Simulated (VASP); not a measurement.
Write the native input for VASP 6.6.1 that does the following.

```
Task                   : single point
Functional             : PBE
Potentials or basis    : VASP PAW PBE potentials, release 64 (Ga_d, Ir)
Cutoff                 : 520 eV
k mesh                 : 6 × 6 × 6
Occupations            : gaussian, width 0.1 eV
Spin                   : collinear spin
Starting moments       : [0.0, 1.0, 1.0, 1.0] μB
Dipole correction      : no
Further INCAR settings : ALGO = Normal; EDIFF = 1e-07; NBANDS = 32
```

The structure of GaIr3 lies in POSCAR:

```
GaIr3
1.0
    0.0000000000      3.0962473287      3.0962473287
    3.0962473287      0.0000000000      3.0962473287
    3.0962473287      3.0962473287      0.0000000000
Ga Ir
1 3
Direct
    0.0000000000      0.0000000000      0.0000000000
    0.2500000000      0.2500000000      0.2500000000
    0.7500000000      0.7500000000      0.7500000000
    0.5000000000      0.5000000000      0.5000000000
```

The cell was generated, and may not be a known phase.

The input as run:

INCAR

```
SYSTEM = GaIr3
ALGO = Normal
EDIFF = 1E-7
ENCUT = 520
GGA = PE
ISIF = 2
ISMEAR = 0
ISPIN = 2
LASPH = .True.
LCHARG = .False.
LMAXMIX = 4
LORBIT = 11
LREAL = .False.
LWAVE = .False.
MAGMOM = 0 1 1 1
NBANDS = 32
NELM = 150
PREC = Accurate
SIGMA = 0.1
```

KPOINTS

```
k-points
0
Gamma
  6 6 6
  0 0 0
```

Potentials or basis: VASP PAW PBE potentials, release 64 (Ga_d, Ir).

Run with:

```sh
$ cat potpaw_PBE.64/Ga_d/POTCAR potpaw_PBE.64/Ir/POTCAR > POTCAR
$ mpirun -np 1 vasp_std > vasp.out
```

It gave:

- Pressure: 0.9 GPa
- Net moment: 1.05 μB per cell
- Site moments: Ga -0.00; Ir +0.38, +0.28 (each value once) μB
- Valence electrons inside the program's atomic spheres: Ga 11.65; Ir 8.22, 8.33 (each value once)

It took 2.3 min on 1 thread of AMD EPYC 7R43 64-Core Processor (Zen 3), with other jobs on the host, peak memory 0.23 GiB.
